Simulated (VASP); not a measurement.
SiO2: single point with PBE

Crystal: SiO2.

```
Si O
1.0
    -2.42061    2.42061    3.81743
     2.42061   -2.42061    3.81743
     2.42061    2.42061   -3.81743
Si O
2 4
Direct
  0.00000 0.00000 0.00000
  0.75000 0.25000 0.50000
  0.99838 0.62500 0.87338
  0.37500 0.24838 0.37338
  0.75162 0.12500 0.12662
  0.87500 0.00162 0.62662
```

```yaml
Program: VASP 6.6.1
Task: single point
Functional: PBE
Potentials_or_basis: VASP PAW PBE potentials, release 64 (Si, O)
Cutoff: 520 eV
k_mesh: 7 × 7 × 7
Occupations: fermi-dirac, width 0.03 eV
Spin: no spin polarisation
```

| Property | Result |
| --- | --- |
| Pressure | -5.4 GPa |
| Largest force | 0.556 eV/Å |
| Band gap on the k mesh | 5.62 eV |

Forces on the atoms (eV/Å):
```
Si   0.000  0.000  0.000
Si   0.000  0.000  0.000
O    0.000 -0.556  0.000
O   -0.556  0.000  0.000
O    0.000  0.556  0.000
O    0.556  0.000  0.000
```

Stress tensor (GPa, compression positive):
```
-4.71  0.00  0.00
 0.00 -4.71  0.00
 0.00  0.00 -6.87
```

Levels at points of the mesh, in eV from the valence-band top:
```tsv
k point	band 12	band 13	band 14	band 15	band 16	band 17	band 18	band 19	band 20	band 21
(0.00, 0.00, 0.00)	-1.27	-1.24	-1.07	0.00	0.00	5.62	8.49	10.74	10.82	10.82
```

Run time: 62 s on 1 thread of AMD EPYC 9R45 96-Core Processor (Zen 5), with other jobs on the host, peak memory 0.23 GiB.

Caveat: the cell stands under tension; an odd mesh through Γ misses points on the zone boundary, where band edges can lie.
